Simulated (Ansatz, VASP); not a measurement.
# Ge3N4: VASP beside Ansatz

```xyz
14
Lattice="8.0509 0.0000 0.0000 -4.0255 6.9723 0.0000 0.0000 0.0000 3.0835" Properties=species:S:1:pos:R:3 pbc="T T T"
Ge    5.7275    1.6419    2.3126
Ge    1.4418    5.7811    0.7709
Ge    0.2602    2.8331    0.7709
Ge    3.7653    4.1392    2.3126
Ge    2.5836    1.1912    2.3126
Ge   -1.7020    5.3304    0.7709
N     4.0255    2.3241    2.3126
N     0.0000    4.6482    0.7709
N     1.4755    6.7821    2.3126
N     2.9152    4.6689    0.7709
N     6.6112    2.1132    0.7709
N    -2.5858    4.8591    2.3126
N     2.5499    0.1902    0.7709
N     1.1102    2.3034    2.3126
```

Alike in both runs: task electric field gradients; functional PBE; k mesh 4 × 4 × 9; occupations fermi-dirac, width 0.02 eV; no spin polarisation.

|  | VASP | Ansatz |
| --- | --- | --- |
| version | VASP 6.6.1 | Ansatz 0.2.0 |
| potentials or method | VASP PAW PBE potentials, release 64 (Ge_d, N) | plane-wave PAW, scalar-relativistic |
| plane-wave cutoff (eV) | 520 | 420 |
| valence electrons in the cell | 124 | 124 |

Ansatz gave:

```
gap on the k mesh at the Fermi level (eV)                     : 2.16
pressure (GPa)                                                : 5.7
traceless stress, the component that is largest in VASP (GPa) : 0.28
rms of the force components (eV/Å)                            : 0.025
size of Vzz on the site where it differs most (V/Å²)          : 82.9
```

Estimate VASP's values.

gap on the k mesh at the Fermi level (eV): 2.17; pressure (GPa): 5.1; traceless stress, the component that is largest in VASP (GPa): 0.23; rms of the force components (eV/Å): 0.021; size of Vzz on the site where it differs most (V/Å²): 79.1.

Atom by atom the forces differ by 0.004 eV/Å (rms over components).
